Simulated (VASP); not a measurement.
Crystal: Ho2Sb2N.

```
Ho Sb N
1.0
    -1.97083    1.97083    7.22125
     1.97083   -1.97083    7.22125
     1.97083    1.97083   -7.22125
Ho Sb N
2 2 1
Direct
  0.33747 0.33747 0.00000
  0.66253 0.66253 0.00000
  0.75000 0.25000 0.50000
  0.25000 0.75000 0.50000
  0.00000 0.00000 0.00000
```

The cell was generated, and may not be a known phase.

| Property | Result |
| --- | --- |
| Program | VASP 6.6.1 |
| Task | relaxation of cell and atoms |
| Functional | PBE |
| Potentials or basis | VASP PAW PBE potentials, release 64 (Ho_3, Sb, N), 4f in core |
| Cutoff | 600 eV |
| k mesh | 6 × 6 × 6 |
| Occupations | gaussian, width 0.2 eV |
| Spin | no spin polarisation |

At the start: pressure 79.4 GPa; volume 22.44 Å³/atom.

Problem. Where does the relaxation end?

Solution. Over 21 steps the energy falls by 4185.0 meV/atom and the volume is 24.73 Å³/atom (+10.2 %); space group I4/mmm (No. 139, to 0.1 Å) before and after.

The path:
```tsv
step	energy change (eV)	largest force (eV/Å)	pressure (GPa)	volume (Å³)
1	0.0000	18.7119	79.38	112.19
2	-5.6966	0.9562	-6.83	401.66
3	-17.0257	0.1279	-7.10	203.07
4	-17.4577	0.7586	-5.64	191.99
5	-17.7137	2.5562	-0.69	171.05
6	-17.7433	2.1034	-2.03	175.38
7	-17.7393	2.2493	-1.61	173.94
8	-18.3353	2.3047	-2.44	166.60
9	-20.0788	1.5352	-4.08	145.29
10	-18.0251	3.8185	19.43	106.17
11	-20.6410	0.9080	-3.79	136.06
12	-20.7627	0.3917	-0.18	124.71
13	-20.8197	0.2707	-2.21	129.44
14	-20.8230	0.1637	-1.91	128.59
15	-20.7116	1.1842	4.51	114.94
16	-20.9102	0.1977	0.38	122.94
17	-20.9103	0.2124	0.44	122.78
18	-20.9193	0.1147	-0.74	125.09
19	-20.9231	0.1474	-0.34	124.26
20	-20.9238	0.0899	0.34	123.20
21	-20.9248	0.0148	0.04	123.66
```

Final structure:
```cif
data_structure
_symmetry_space_group_name_H-M 'P 1'
_symmetry_Int_Tables_number 1
_cell_length_a 8.3430
_cell_length_b 8.3430
_cell_length_c 8.3430
_cell_angle_alpha 152.492
_cell_angle_beta 152.492
_cell_angle_gamma 39.295
_cell_volume 123.66
loop_
_atom_site_label
_atom_site_type_symbol
_atom_site_fract_x
_atom_site_fract_y
_atom_site_fract_z
_atom_site_occupancy
Ho1 Ho 0.40517 0.40517 0.00000 1
Ho2 Ho 0.59483 0.59483 0.00000 1
Sb1 Sb 0.75000 0.25000 0.50000 1
Sb2 Sb 0.25000 0.75000 0.50000 1
N1 N 0.00000 0.00000 0.00000 1
```

Caveat: an odd number of electrons without spin polarisation forces a metal; a magnetic or distorted state may lie lower; the run has no spin polarisation, though such a crystal can be magnetic.
